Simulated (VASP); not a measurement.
## TaGaGe: single point with PBE

The system is TaGaGe.

```xyz
6
Lattice="3.2703 0.0000 0.0000 0.0000 3.2703 0.0000 0.0000 0.0000 8.2460" Properties=species:S:1:pos:R:3 pbc="T T T"
Ta    2.4528    2.4528    6.0248
Ta    0.8176    0.8176    2.2212
Ga    0.8176    0.8176    7.5418
Ga    2.4528    2.4528    0.7042
Ge    2.4528    2.4528    3.4237
Ge    0.8176    0.8176    4.8223
```

```json
{"Program": "VASP 6.6.1", "Task": "single point", "Functional": "PBE", "Potentials or basis": "VASP PAW PBE potentials, release 64 (Ta_pv, Ga_d, Ge_d)", "Cutoff": "520 eV", "k mesh": "6 × 6 × 3, shifted", "Occupations": "methfessel-paxton, width 0.025 eV", "Spin": "collinear spin", "Starting moments": "[2.0, 2.0, 3.0, 1.0, 2.0, 2.0] μB"}
```

The pressure is 26.1 GPa, the largest force is 1.522 eV/Å and the band gap on the k mesh is zero (filled and empty bands overlap). The net moment is 0.00 μB per cell and the valence electrons inside the program's atomic spheres are Ta 9.03; Ga 11.78; Ge 12.67.

Forces in eV/Å, atoms in the order of the input:
```
Ta   0.000  0.000  1.522
Ta   0.000  0.000 -1.522
Ga   0.000  0.000  0.554
Ga   0.000  0.000 -0.554
Ge   0.000  0.000 -0.038
Ge   0.000  0.000  0.038
```

Stress tensor (GPa, compression positive):
```
21.69  0.00  0.00
 0.00 21.69  0.00
 0.00  0.00 34.88
```

Levels at points of the mesh, in eV from the Fermi level:
Spin up:
| k point | band 36 | band 37 | band 38 | band 39 | band 40 | band 41 |
| --- | --- | --- | --- | --- | --- | --- |
| (0.08, 0.08, 0.17) | -0.31 | 0.79 | 0.98 | 1.53 | 1.93 | 2.21 |
Spin down:
| k point | band 35 | band 36 | band 37 | band 38 | band 39 | band 40 | band 41 | band 42 |
| --- | --- | --- | --- | --- | --- | --- | --- | --- |
| (0.08, 0.08, 0.17) | -0.99 | -0.31 | 0.79 | 0.98 | 1.53 | 1.93 | 2.21 | 3.39 |

It took 94 s on 1 thread of Intel(R) Xeon(R) Platinum 8488C (Sapphire Rapids) (shared host), peak memory 0.26 GiB.

Caveat: the stress differs along the axes, from 22 to 35 GPa; spin-orbit coupling is left out, which moves the levels of the heavy elements; forces of over 1 eV/Å act on the atoms, so gaps and moduli don't describe the material at rest.
